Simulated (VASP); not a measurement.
A run of VASP 6.6.1 is set up as follows.

The input INCAR:

```
ALGO = Normal
EDIFF = 1E-6
ENCUT = 520
GGA = PE
ISIF = 2
ISMEAR = -1
LASPH = T
LCHARG = F
LREAL = F
LWAVE = F
NBANDS = 34
NELM = 100
PREC = Accurate
SIGMA = 0.15
```

KPOINTS

```
k-points
0
Gamma
  3 3 1
```

The input POSCAR:

```
Al12HC
1.0
    5.7275650000      0.0000000000      0.0000000000
    2.8637820000      4.9602170000      0.0000000000
    0.0000000000      0.0000000000     17.6765370000
Al C H
12 1 1
Direct
    0.1666666208      0.1666667003      0.0565722234
    0.6666667081      0.1666667003      0.0565722234
    0.1666666712      0.6666665995      0.0565722234
    0.6666667585      0.6666665995      0.0565722234
   -0.1664790456      0.3328691063      0.1880631370
    0.3332149925      0.3333380374      0.1878186321
   -0.1660856335      0.8339923435      0.1880836162
    0.3327563997      0.8336217952      0.1880782984
    0.0002938191      0.0004616734      0.3150937313
    0.4909768705      0.0187661145      0.3247222575
    0.0186517556      0.4910994821      0.3247299513
    0.4908938899      0.4910720640      0.3248014586
    0.6667923931      0.6669192094      0.3773676937
    0.6673115638      0.6673516501      0.4396050539
```

Potentials or basis: VASP PAW PBE potentials, release 64 (Al, C, H).

The run is started by

```sh
$ cat potpaw_PBE.64/Al/POTCAR potpaw_PBE.64/C/POTCAR potpaw_PBE.64/H/POTCAR > POTCAR
$ mpirun -np 1 vasp_std > vasp.out
```

Q: Estimate the largest force.

A: 0.027 eV/Å.

Forces on the atoms (eV/Å):
```
Al   0.001  0.000 -0.007
Al   0.000  0.000 -0.008
Al   0.000  0.000 -0.008
Al   0.002  0.002  0.014
Al   0.003  0.015  0.010
Al   0.002  0.000  0.009
Al  -0.018 -0.010  0.009
Al   0.015 -0.005  0.009
Al  -0.005 -0.003  0.001
Al   0.002  0.000 -0.009
Al   0.001  0.001 -0.010
Al  -0.006 -0.004 -0.012
C    0.010  0.006 -0.024
H   -0.005 -0.002  0.027
```

Caveat: the k points lie up to 0.42 Å⁻¹ apart.
